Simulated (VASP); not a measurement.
AlP2:

```
Al P
1.0
     3.44667    0.00000    0.00000
    -1.72334    2.98490    0.00000
     0.00000    0.00000    9.44146
Al P
2 4
Direct
  0.33333 0.66667 0.37631
  0.66667 0.33333 0.87631
  0.33333 0.66667 0.04356
  0.66667 0.33333 0.54356
  0.00000 0.00000 0.20513
  0.00000 0.00000 0.70513
```

```yaml
Program: VASP 6.6.1
Task: relaxation of cell and atoms
Functional: PBE
Potentials_or_basis: VASP PAW PBE potentials, release 64 (Al, P)
Cutoff: 600 eV
k_mesh: 12 × 12 × 4
Occupations: gaussian, width 0.1 eV
Spin: no spin polarisation
```

At the start: pressure -0.3 GPa; volume 16.19 Å³/atom.

**Question.** How do energy, volume and symmetry change on relaxing?

**Answer.** Over 8 steps the energy falls by 5.2 meV/atom and the volume is 16.00 Å³/atom (-1.2 %); space group P6_3mc (No. 186, to 0.1 Å) before and after.

The path:
| step | energy change (eV) | largest force (eV/Å) | pressure (GPa) | volume (Å³) |
| --- | --- | --- | --- | --- |
| 1 | 0.0000 | 0.1188 | -0.35 | 97.13 |
| 2 | -0.0231 | 0.1208 | -0.29 | 96.63 |
| 3 | -0.0248 | 0.1709 | -0.25 | 96.46 |
| 4 | -0.0289 | 0.0985 | 0.08 | 96.03 |
| 5 | -0.0303 | 0.0432 | 0.40 | 95.63 |
| 6 | -0.0309 | 0.0235 | -0.18 | 96.16 |
| 7 | -0.0311 | 0.0217 | -0.02 | 96.01 |
| 8 | -0.0311 | 0.0100 | -0.01 | 95.99 |

Final structure:
```
Al P
1.0
     3.39344    0.00000    0.00000
    -1.69672    2.93880    0.00000
     0.00000    0.00000    9.62571
Al P
2 4
Direct
  0.33333 0.66667 0.37525
  0.66667 0.33333 0.87525
  0.33333 0.66667 0.04536
  0.66667 0.33333 0.54536
  0.00000 0.00000 0.20439
  0.00000 0.00000 0.70439
```
